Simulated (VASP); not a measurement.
A run of VASP 6.6.1 is set up as follows.

The input POSCAR:

```
TiAl3
1.0
    4.0347846750      0.0000000000      0.0000000000
    0.0000000000      4.0347846750      0.0000000000
    0.0000000000      0.0000000000      3.9082031950
Ti Al
1 3
Direct
    0.0000000000      0.0000000000      0.0000000000
    0.5000000000      0.5000000000      0.0000000000
    0.5000000000      0.0000000000      0.5000000000
    0.0000000000      0.5000000000      0.5000000000
```

File INCAR.step1:

```
ALGO = Normal
EDIFF = 1E-4
ENCUT = 520
GGA = PE
ISMEAR = 0
LASPH = T
LCHARG = F
LREAL = F
LWAVE = T
NBANDS = 18
NELM = 60
PREC = Accurate
SIGMA = 0.1
```

The input INCAR.step2:

```
ALGO = Normal
EDIFF = 1E-7
ENCUT = 520
ISIF = 2
ISMEAR = 0
ISTART = 1
LASPH = T
LCHARG = F
LMIXTAU = T
LREAL = F
LWAVE = F
METAGGA = R2SCAN
NBANDS = 18
NELM = 60
PREC = Accurate
SIGMA = 0.1
```

File KPOINTS:

```
k-points
0
Gamma
  14 14 14
```

Potentials or basis: VASP PAW PBE potentials, release 64 (Ti_sv, Al).

Run with:

```bash
$ cat potpaw_PBE.64/Ti_sv/POTCAR potpaw_PBE.64/Al/POTCAR > POTCAR
$ cp INCAR.step1 INCAR
$ mpirun -np 1 vasp_std > vasp.out
$ cp INCAR.step2 INCAR
$ mpirun -np 1 vasp_std > vasp.out
```

Estimate the pressure.

-3.0 GPa.

Stress tensor (GPa, compression positive):
```
-4.35  0.00  0.00
 0.00 -4.35  0.00
 0.00  0.00 -0.41
```

Caveat: the cell differs from its parent crystal (biaxial strain in the a-b plane: +2.0 %); the PAW data sets were made with another functional, which shifts forces and pressure a little.
